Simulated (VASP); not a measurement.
# ScB2 (P6/mmm) in VASP: vibrations by perturbation theory with LDA

Aim: the vibrations by perturbation theory of ScB2 with LDA.

All numbers are computed with VASP 6.6.1; they aren't measurements. Logs are shortened: lines on timing, memory, paths and dates and some standing lists are left out, and cuts for length are marked.

## 1. The cell of the first run

It takes space group P6/mmm (No. 191, hexagonal). The conventional cell has a = 3.150 Å, b = 3.150 Å, c = 3.520 Å, α = 90.00°, β = 90.00°, γ = 120.00°. Sc (site symmetry 6/mmm) has 12 B at 2.53 Å and 6 Sc at 3.15 Å within 3.3 Å. Within 2.4 Å of B (site symmetry -6m2) lie 3 B at 1.82 Å.

## 2. Vibrations by perturbation theory, LDA

The input, INCAR:

```
SYSTEM = ScB2
ALGO = Normal
EDIFF = 1E-8
ENCUT = 520
GGA = CA
IBRION = 8
ISIF = 2
ISMEAR = 0
LASPH = .True.
LCHARG = .False.
LREAL = .False.
LWAVE = .False.
NBANDS = 16
NELM = 60
NSW = 1
PREC = Accurate
SIGMA = 0.1
```

The input, KPOINTS:

```
k-points
0
Gamma
  12 12 10
  0 0 0
```

The input, POSCAR:

```
ScB2
1.0
    3.1500000000      0.0000000000      0.0000000000
   -1.5750000000      2.7279800000      0.0000000000
    0.0000000000      0.0000000000      3.5200000000
Sc B
1 2
Direct
    0.0000000000      0.0000000000      0.0000000000
    0.3333333333      0.6666666667      0.5000000000
    0.6666666667      0.3333333333      0.5000000000
```

Potentials or basis: VASP PAW LDA potentials, release 64 (Sc_sv, B).

Run with:

```console
> cat potpaw_LDA.64/Sc_sv/POTCAR potpaw_LDA.64/B/POTCAR > POTCAR
> mpirun -np 1 vasp_std > vasp.out
```

OUTCAR:

```text
SYSTEM = ScB2
   EDIFF = 1E-8
   ENCUT = 520
   GGA = CA
   IBRION = 8
   ISIF = 2
   ISMEAR = 0
   LASPH = .True.
   LREAL = .False.
   NELM = 60
   NSW = 1
   PREC = Accurate

 ion  position               nearest neighbor table
   1  0.000  0.000  0.000-   2 2.53   2 2.53   3 2.53   3 2.53   2 2.53   3 2.53   2 2.53   3 2.53
                             3 2.53   3 2.53   2 2.53   2 2.53
   2  0.333  0.667  0.500-   3 1.82   3 1.82   3 1.82   1 2.53   1 2.53   1 2.53   1 2.53   1 2.53
                             1 2.53
   3  0.667  0.333  0.500-   2 1.82   2 1.82   2 1.82   1 2.53   1 2.53   1 2.53   1 2.53   1 2.53
                             1 2.53

  LATTYP: Found a hexagonal cell.
 ALAT       =     3.1500000000
 C/A-ratio  =     1.1174603175

  Lattice vectors:

 A1 = (   3.1500000000,   0.0000000000,   0.0000000000)
 A2 = (  -1.5750000000,   2.7279800000,   0.0000000000)
 A3 = (   0.0000000000,   0.0000000000,   3.5200000000)

Analysis of symmetry for initial positions (statically):
=====================================================================
 Subroutine PRICEL returns:
 Original cell was already a primitive cell.

 Routine SETGRP: Setting up the symmetry group for a
 hexagonal supercell.

 Subroutine GETGRP returns: Found 24 space group operations
 (whereof 24 operations were pure point group operations)
 out of a pool of 24 trial point group operations.

The static configuration has the point symmetry D_6h.

Analysis of symmetry for dynamics (positions and initial velocities):
=====================================================================
 Subroutine PRICEL returns:
 Original cell was already a primitive cell.

 Routine SETGRP: Setting up the symmetry group for a
 hexagonal supercell.

 Subroutine GETGRP returns: Found 24 space group operations
 (whereof 24 operations were pure point group operations)
 out of a pool of 24 trial point group operations.

The dynamic configuration has the point symmetry D_6h.

 Subroutine INISYM returns: Found 24 space group operations
 (whereof 24 operations are pure point group operations),
 and found     1 'primitive' translations

----------------------------------------------------------------------------------------

                                     Primitive cell

  volume of cell :      30.2478

  direct lattice vectors                    reciprocal lattice vectors
     3.150000000  0.000000000  0.000000000     0.317460317  0.183285801  0.000000000
    -1.575000000  2.727980000  0.000000000     0.000000000  0.366571602  0.000000000
     0.000000000  0.000000000  3.520000000     0.000000000  0.000000000  0.284090909

  length of vectors
     3.150000000  3.149999981  3.520000000     0.366571600  0.366571602  0.284090909

  position of ions in fractional coordinates (direct lattice)
     0.000000000  0.000000000  0.000000000
     0.333333333  0.666666667  0.500000000
     0.666666667  0.333333333  0.500000000

  ion indices of the primitive-cell ions
   primitive index   ion index
                 1           1
                 2           2
                 3           3

----------------------------------------------------------------------------------------

 KPOINTS: k-points

Automatic generation of k-mesh.
 Grid dimensions read from file:
 generate k-points for:   12   12   10

[... 93 lines left out ...]
   LRPA    =     F    only Hartree local field effects (RPA)
 non-spin polarized calculation
 Gauss-broadening in eV      SIGMA  =   0.10
  energy-cutoff  :      520.00
  volume of cell :       30.25
 maximum number of plane-waves:       828
 NGX is ok and might be reduce to    24
   NGX = 11   NGY = 11   NGZ = 13

--------------------------------------- Ionic step        1  -------------------------------------------

 number of electron      17.0000002 magnetization

 Free energy of the ion-electron system (eV)
  ---------------------------------------------------
  ext. energy  EPLUGINS =         0.00000000
  ---------------------------------------------------
  free energy    TOTEN  =       -24.35165821 eV

  energy without entropy =      -24.34752803  energy(sigma->0) =      -24.34959312

 E-fermi :   5.8788     XC(G=0): -12.0936

 val. band max:        5.8715067800   @ k =   0.2500  -0.0000   0.0000
 cond. band min:       5.9093699598   @ k =   0.3333   0.2500   0.1000
 fundamental gap:      0.0378631798
 Fermi energy:         5.8788036326

 k-point     1 :       0.0000    0.0000    0.0000
  band No.  band energies     occupation
      1     -41.7888      2.00000
      2     -20.8680      2.00000
      3     -20.5427      2.00000
      4     -20.5427      2.00000
      5      -5.5401      2.00000
      6       4.3810      2.00000
[... 433 lines left out ...]
      3     -20.8127      2.00000
      4     -20.6290      2.00000
      5      -3.5923      2.00000
      6       0.9321      2.00000
[... 8 lines left out ...]
     15      13.5508      0.00000
     16      15.7806      0.00000

 [... further k-points ...]
[... 5 lines left out ...]
  --------------------------------------------------------------------------------------
  -------------------------------------------------------------------------------------
  Total       -1.7848330     -1.7848330     -1.6336928      0.0000000     -0.0000000      0.0000000
  in kB      -94.5396013    -94.5395998    -86.5339581      0.0000000     -0.0000000      0.0000000
  external PRESSURE =     -91.8710531 kB  Pullay stress =       0.0000000 kB

 VOLUME and BASIS-vectors are now :
 -----------------------------------------------------------------------------
  energy-cutoff  :      520.00
  volume of cell :       30.25
      direct lattice vectors                 reciprocal lattice vectors
     3.150000000  0.000000000  0.000000000     0.317460317  0.183285801  0.000000000
    -1.575000000  2.727980000  0.000000000     0.000000000  0.366571602  0.000000000
     0.000000000  0.000000000  3.520000000     0.000000000  0.000000000  0.284090909

 POSITION                                       TOTAL-FORCE (eV/Angst)
 -----------------------------------------------------------------------------------
      0.00000      0.00000      0.00000        -0.000000      0.000000      0.000000
     -0.00000      1.81865      1.76000         0.000000      0.000000      0.000000
      1.57500      0.90933      1.76000         0.000000      0.000000     -0.000000
 -----------------------------------------------------------------------------------
    total drift:                               -0.000000      0.000000     -0.000000

  FREE ENERGIE OF THE ION-ELECTRON SYSTEM (eV)
  ---------------------------------------------------
  free  energy   TOTEN  =       -24.3516582052 eV

  energy  without entropy=      -24.3475280312  energy(sigma->0) =      -24.34959312

[... ionic steps 2 to 3 ...]

--------------------------------------- Ionic step        4  -------------------------------------------

------------------------ aborting loop because EDIFF is reached ----------------------------------------
[... 11 lines left out ...]
[... ionic steps 8 to 8 ...]

--------------------------------------- Ionic step        9  -------------------------------------------

 Free energy of the ion-electron system (eV)
  ---------------------------------------------------
  ---------------------------------------------------
  free energy    TOTEN  =        -0.04388573 eV

  energy without entropy =       -0.04388573

------------------------ aborting loop because EDIFF is reached ----------------------------------------

 INTERNAL STRAIN TENSOR  FOR ION    2  DIRECTION 3   (eV/Angst):
 -----------------------------------------------------------------------------
    -0.00003  0.00000  0.00000
     0.00000 -0.00003  0.00000
    -0.00000 -0.00000 -0.00271

 INTERNAL STRAIN TENSOR FOR ION    3 for displacements in x,y,z  (eV/Angst):
          X           Y           Z          XY          YZ          ZX
  --------------------------------------------------------------------------------
  x     0.00000    -0.00000     0.00000    -2.23458     0.00000     0.00000
  y    -2.23458     2.23458     0.00000     0.00000     0.00000     0.00000
  z     0.00000     0.00000     0.00000     0.00000     0.00000     0.00000

 SECOND DERIVATIVES (NOT SYMMETRIZED)
 ------------------------------------
               1X          1Y          1Z          2X          2Y          2Z          3X          3Y          3Z
  1X    -8.922849    0.000000    0.000000    4.461425    0.000000    0.000000    4.461425    0.000000    0.000000
  1Y     0.000000   -8.922849    0.000000    0.000000    4.461424    0.000000    0.000000    4.461424    0.000000
  1Z    -0.000000    0.000000   -8.712568    0.000000    0.000000    4.356284    0.000000    0.000000    4.356284
  2X     4.461497   -0.000000    0.000000  -14.073112    0.000000    0.000000    9.611614   -0.000000    0.000000
  2Y     0.000000    4.461497    0.000000    0.000000  -14.073111    0.000000    0.000000    9.611614    0.000000
  2Z    -0.000000   -0.000000    4.356118   -0.000000    0.000000   -9.718761    0.000000    0.000000    5.362643
  3X     4.461497   -0.000000    0.000000    9.611614   -0.000000    0.000000  -14.073112    0.000000    0.000000
  3Y     0.000000    4.461497    0.000000    0.000000    9.611614    0.000000    0.000000  -14.073111    0.000000
  3Z    -0.000000   -0.000000    4.356118    0.000000    0.000000    5.362643   -0.000000    0.000000   -9.718761

 Eigenvectors and eigenvalues of the dynamical matrix
 ----------------------------------------------------

   1 f  =   23.139394 THz   145.389098 2PiTHz  771.847092 cm-1    95.696800 meV
             X         Y         Z           dx          dy          dz
      0.000000  0.000000  0.000000     0.000000   -0.000000    0.000000
     -0.000000  1.818653  1.760000    -0.707107    0.000000   -0.000000
      1.575000  0.909327  1.760000     0.707107   -0.000000   -0.000000
[... 43 lines left out ...]
   9 f/i=    0.000108 THz     0.000676 2PiTHz    0.003589 cm-1     0.000445 meV
             X         Y         Z           dx          dy          dz
      0.000000  0.000000  0.000000     0.000000   -0.000001    0.821724
     -0.000000  1.818653  1.760000     0.000000   -0.000001    0.402970
      1.575000  0.909327  1.760000     0.000000   -0.000001    0.402970

--------------------------------------------------------------------------------------------------------

 ELASTIC MODULI CONTR FROM IONIC RELAXATION (kBar)
 Direction    XX          YY          ZZ          XY          YZ          ZX
 --------------------------------------------------------------------------------
 XX         -22.3342     22.3342      0.0000      0.0000      0.0000      0.0000
 YY          22.3342    -22.3342      0.0000     -0.0000      0.0000      0.0000
 ZZ           0.0000      0.0000      0.0000      0.0000      0.0000      0.0000
 XY           0.0000     -0.0000      0.0000    -22.3342      0.0000      0.0000
 YZ           0.0000      0.0000      0.0000      0.0000      0.0000      0.0000
 ZX           0.0000      0.0000      0.0000      0.0000      0.0000      0.0000
 --------------------------------------------------------------------------------
```

It took 7.7 min on 1 thread of Intel Xeon Platinum 8259CL at 2.50GHz (Skylake/Cascade Lake), shared host; peak memory 0.51 GiB.

Results:

```yaml
Highest_phonon_frequency_at_Γ: 772 cm⁻¹
```

Phonon frequencies in cm⁻¹ (negative: imaginary):
```csv
q point,frequencies
"(0.000, 0.000, 0.000)",0 0 0 403 408 408 616 772 772
```

Caveat: the cell stands under pressure or tension, which shifts response properties.
